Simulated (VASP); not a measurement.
## W: single point with BLYP+D4

The system is W.

```
CELL_PARAMETERS angstrom
-1.56096 1.56096 1.56096
1.56096 -1.56096 1.56096
1.56096 1.56096 -1.56096
ATOMIC_POSITIONS crystal
W 0.00000 0.00000 0.00000
```

```json
{
 "Program": "VASP 6.6.1",
 "Task": "single point",
 "Functional": "BLYP",
 "Dispersion": "D4",
 "Potentials or basis": "VASP PAW PBE potentials, release 64 (W_sv)",
 "Cutoff": "520 eV",
 "k mesh": "12 × 12 × 12",
 "Occupations": "fermi-dirac, width 0.05 eV",
 "Spin": "no spin polarisation"
}
```

```yaml
Pressure: 17.9 GPa
Band_gap_on_the_k_mesh: zero (band 7 reaches 18.00 eV, above the bottom of band 8 at 11.25 eV)
Dispersion_energy_per_atom: -1.413 eV
```

Levels at points of the mesh, in eV from the Fermi level:
| k point | band 5 | band 6 | band 7 | band 8 | band 9 | band 10 |
| --- | --- | --- | --- | --- | --- | --- |
| (0.00, 0.00, 0.00) | -9.68 | -1.41 | -1.41 | -1.41 | 2.28 | 2.28 |
| (0.50, 0.00, 0.00) | -6.51 | -3.84 | 1.11 | 2.18 | 3.19 | 6.40 |
| (0.50, 0.50, 0.50) | -6.16 | -6.16 | 5.34 | 5.34 | 5.34 | 8.78 |

It took 10 s on 1 thread of Intel(R) Xeon(R) Platinum 8559C (Emerald Rapids), with other jobs on the host, peak memory 0.13 GiB.

Caveat: the PAW data sets were made with another functional, which shifts forces and pressure a little; spin-orbit coupling is left out, which moves the levels of the heavy elements; pairwise dispersion overbinds metals, which lowers pressure and volume.
